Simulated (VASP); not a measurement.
A run of VASP 6.6.1:

Contents of INCAR:

```
ALGO = Normal
EDIFF = 1E-6
ENCUT = 520
GGA = CA
ISIF = 2
ISMEAR = -1
ISPIN = 2
LASPH = T
LCHARG = F
LMAXMIX = 4
LORBIT = 11
LREAL = F
LWAVE = F
MAGMOM = 2 2
NBANDS = 23
NELM = 150
PREC = Accurate
SIGMA = 0.1
```

KPOINTS

```
k-points
0
Gamma
  15 15 15
```

POSCAR

```
Cr
1.0
    0.0000000000      2.0733681680      2.0733681680
    2.0733681680      0.0000000000      2.0733681680
    2.0733681680      2.0733681680      0.0000000000
Cr
2
Direct
   -0.1250000000     -0.1250000000     -0.1250000000
    0.1250000000      0.1250000000      0.1250000000
```

Potentials or basis: VASP PAW LDA potentials, release 64 (Cr_pv).

Command:

```console
$ cat potpaw_LDA.64/Cr_pv/POTCAR > POTCAR
$ mpirun -np 1 vasp_std > vasp.out
```

Hardware: 1 thread of Intel(R) Xeon(R) Platinum 8259CL CPU @ 2.50GHz (Skylake/Cascade Lake), on a shared host.

Q: How long does it take, and how much memory?

A: Run time: 47 s on 1 thread of Intel(R) Xeon(R) Platinum 8259CL CPU @ 2.50GHz (Skylake/Cascade Lake), on a shared host, peak memory 0.19 GiB. Counts: scf iterations 12, k points 120.
